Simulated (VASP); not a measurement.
Write the native input for VASP 6.6.1 that does the following.

```
Task                   : single point
Functional             : PBEsol
Potentials or basis    : VASP PAW PBE potentials, release 64 (Ba_sv)
Cutoff                 : 500 eV
k mesh                 : 6 × 6 × 6
Occupations            : fermi-dirac, width 0.15 eV
Spin                   : no spin polarisation
Dipole correction      : no
Further INCAR settings : ALGO = Normal; EDIFF = 1e-06; NBANDS = 11
```

The structure of Ba lies in POSCAR:

```
Ba
1.0
    3.9177180000      0.0000000000      0.0000000000
    0.0000000000      3.9177180000      0.0000000000
    0.0000000000      0.0000000000      3.9177180000
Ba
1
Direct
    0.0000000000      0.0000000000      0.0000000000
```

This isn't the form of Ba at room conditions, which is bcc.

These files were run (other wordings do the same):

INCAR

```
SYSTEM = Ba
ALGO     = Normal         ! electronic algorithm
EDIFF    = 1E-6           ! SCF threshold, eV
ENCUT    = 500            ! plane-wave cutoff, eV
GGA      = PS             ! functional
GGA_COMPAT= .FALSE.      
ISIF     = 2              ! what is computed and relaxed
ISMEAR   = -1             ! smearing method
LASPH    = .TRUE.         ! aspherical terms in the spheres
LCHARG   = .FALSE.        ! write CHGCAR
LREAL    = .FALSE.        ! projectors in reciprocal space
LWAVE    = .FALSE.        ! write WAVECAR
NBANDS   = 11             ! bands
NELM     = 120            ! most SCF steps
PREC     = Accurate       ! precision mode
SIGMA    = 0.15           ! smearing width, eV
```

KPOINTS

```
k-points
0
G
  6 6 6
  0 0 0
```

Potentials or basis: VASP PAW PBE potentials, release 64 (Ba_sv).

Run with:

```bash
$ cat potpaw_PBE.64/Ba_sv/POTCAR > POTCAR
$ mpirun -np 1 vasp_std > vasp.out
```

It gave:

The pressure is -0.4 GPa and the band gap on the k mesh is zero (bands 5 and 6 overlap by 0.16 eV).

Caveat: the PAW data sets were made with another functional, which shifts forces and pressure a little; spin-orbit coupling is left out, which moves the levels of the heavy elements.

It took 7.9 s on 1 thread of Intel(R) Xeon(R) Platinum 8375C CPU @ 2.90GHz (Ice Lake) (shared host), peak memory 0.16 GiB.
